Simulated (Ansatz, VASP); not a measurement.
## LiRu in VASP and in Ansatz

File INCAR:

```
  PREC = Accurate
  ENCUT = 600
  EDIFF = 1E-6
  ISMEAR = 0
  SIGMA = 0.1
  LREAL = F
  LASPH = T
  NELM = 100
  ALGO = Fast
  ISIF = 3
  LWAVE = F
  LCHARG = F
  GGA = PE
  IBRION = 2
  NSW = 100
  EDIFFG = -0.01
```

KPOINTS

```
regular mesh
0
Gamma
  20 20 20
```

File POSCAR:

```
LiRu
1.0
    2.9011302059      0.0000000000      0.0000000000
    0.0000000000      2.9011302059      0.0000000000
    0.0000000000      0.0000000000      2.9011302059
Li Ru
1 1
Direct
    0.0000000000      0.0000000000      0.0000000000
    0.5000000000      0.5000000000      0.5000000000
```

Input for Ansatz:

```yaml
crystal:
  lattice:
    - [2.9011302059, 0.0, 0.0]
    - [0.0, 2.9011302059, 0.0]
    - [0.0, 0.0, 2.9011302059]
  atoms:
    - { symbol: Li, position: [0.0, 0.0, 0.0] }
    - { symbol: Ru, position: [0.5, 0.5, 0.5] }
basis:
  ecutwfc: 420
kpoints:
  mp_grid: { grid: [20, 20, 20] }
hamiltonian:
  xc: pbe
scf:
  occupations: { method: gaussian, width: 0.1 }
output:
  forces: true
  stress: true
  eigenvalues: true
relax:
  adjacent_minimum: "off"
  f_tol: 0.01
  max_steps: 80
  cell: { stress_tol: 0.05 }
```

Alike in both runs: task relaxation of cell and atoms; functional PBE; k mesh 20 × 20 × 20; occupations gaussian, width 0.1 eV; no spin polarisation.

|  | VASP | Ansatz |
| --- | --- | --- |
| version | VASP 6.6.1 | Ansatz 0.2.0 |
| potentials or method | VASP PAW PBE potentials, release 64 (Li_sv, Ru_pv), cutoff 600 eV | scalar-relativistic, plane waves, PAW |
| valence electrons in the cell | 17 | 19 |

```csv
,VASP,Ansatz,Ansatz less VASP
"gap on the k mesh at the Fermi level, each at its own relaxed structure (eV)",none,none,-
relaxed volume (Å³/atom),12.12,12.12,+0.003
relaxed cell length with the largest relative difference (Å),2.894,2.894,+0.0002
```

A gap of «none» marks a metal or a gap that the smearing closes. VASP's potentials hold 17 valence electrons a cell and Ansatz's 19, so a difference there can come from the potentials and not from the codes.

Noted on VASP's run: the cutoff is short for stress, so the pressure is rough.
